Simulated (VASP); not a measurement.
Input of a VASP 6.6.1 run:

File INCAR:

```
ALGO = Normal ; DIPOL = 0.5 0.5 0.274
EDIFF = 1E-7 ; ENCUT = 520
GGA = PE ; IDIPOL = 3
ISIF = 2 ; ISMEAR = 0
LASPH = T ; LCHARG = F
LDIPOL = T ; LREAL = F
LWAVE = F ; NBANDS = 14
NELM = 100 ; PREC = Accurate
SIGMA = 0.1
```

KPOINTS

```
k-points
0
Gamma
  12 12 1
```

POSCAR

```
SbAs2
1.0
    3.7444060557      0.0000000000      0.0000000000
    0.0000000000      3.7444060557      0.0000000000
    0.0000000000      0.0000000000     31.0010687500
Sb As
1 2
Direct
    0.0000000000      0.0000000000      0.2741840957
    0.0000000000      0.5000000000      0.2160151757
    0.5000000000      0.0000000000      0.3323530156
```

Potentials or basis: VASP PAW PBE potentials, release 64 (Sb, As).

Launch:

```console
$ cat potpaw_PBE.64/Sb/POTCAR potpaw_PBE.64/As/POTCAR > POTCAR
$ mpirun -np 1 vasp_std > vasp.out
```

(1) Estimate the largest force.

(2) What does it give for the band gap on the k mesh?

Results:

(1) 0.014 eV/Å.

(2) zero (an odd number of electrons rules out a gap without spin polarisation).

Caveat: spin-orbit coupling is left out, which moves the levels of the heavy elements; an odd number of electrons without spin polarisation forces a metal; a magnetic or distorted state may lie lower.
